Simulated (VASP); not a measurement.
Write the native input for VASP 6.6.1 that does the following.

* Task: single point
* Functional: PBE
* Dispersion: D3(BJ)
* Potentials or basis: VASP PAW PBE potentials, release 64 (C, H)
* Cutoff: 520 eV
* k mesh: 12 × 12 × 1
* Occupations: gaussian, width 0.1 eV
* Spin: no spin polarisation
* Dipole correction: yes
* Further INCAR settings: ALGO = Normal; EDIFF = 1e-06; NBANDS = 26; NELMDL = -8

The structure of HC8 lies in POSCAR:

```
HC8
1.0
    2.4652678656      0.0000000000      0.0000000000
   -1.2326339328      2.1349845987      0.0000000000
    0.0000000000      0.0000000000     46.3276891475
C H
8 1
Direct
    0.0000000000      0.0000000000      0.1834861472
    0.3333333333      0.6666666667      0.1834755878
    0.0000000000      0.0000000000      0.2569717592
    0.6666666667      0.3333333333      0.2569823185
    0.3333333333      0.6666666667      0.7013536014
    0.0000000000      0.0000000000      0.7014881198
    0.0000000000      0.0000000000      0.7680401752
    0.6666666667      0.3333333333      0.7737217390
    0.6666666667      0.3333333333      0.7991011744
```

One way to write it, as run:

INCAR

```
SYSTEM = HC8
ALGO = Normal
DIPOL = 0.5 0.5 0.514
EDIFF = 1E-6
ENCUT = 520
GGA = PE
GGA_COMPAT = .FALSE.
IDIPOL = 3
ISIF = 2
ISMEAR = 0
IVDW = 12
LASPH = .TRUE.
LCHARG = .FALSE.
LDIPOL = .TRUE.
LREAL = .FALSE.
LWAVE = .FALSE.
NBANDS = 26
NELM = 120
NELMDL = -8
PREC = Accurate
SIGMA = 0.1
```

KPOINTS

```
k-points
0
G
  12 12 1
  0 0 0
```

Potentials or basis: VASP PAW PBE potentials, release 64 (C, H).

Command:

```bash
$ cat potpaw_PBE.64/C/POTCAR potpaw_PBE.64/H/POTCAR > POTCAR
$ mpirun -np 1 vasp_std > vasp.out
```

It gave:

```json
{
  "Largest force": "0.022 eV/Å",
  "Band gap on the k mesh": "zero (an odd number of electrons rules out a gap without spin polarisation)",
  "Dispersion energy per atom": "-0.113 eV"
}
```

It took 5.9 min on 1 thread of Intel(R) Xeon(R) 6975P-C (Granite Rapids) (shared host), peak memory 0.37 GiB.
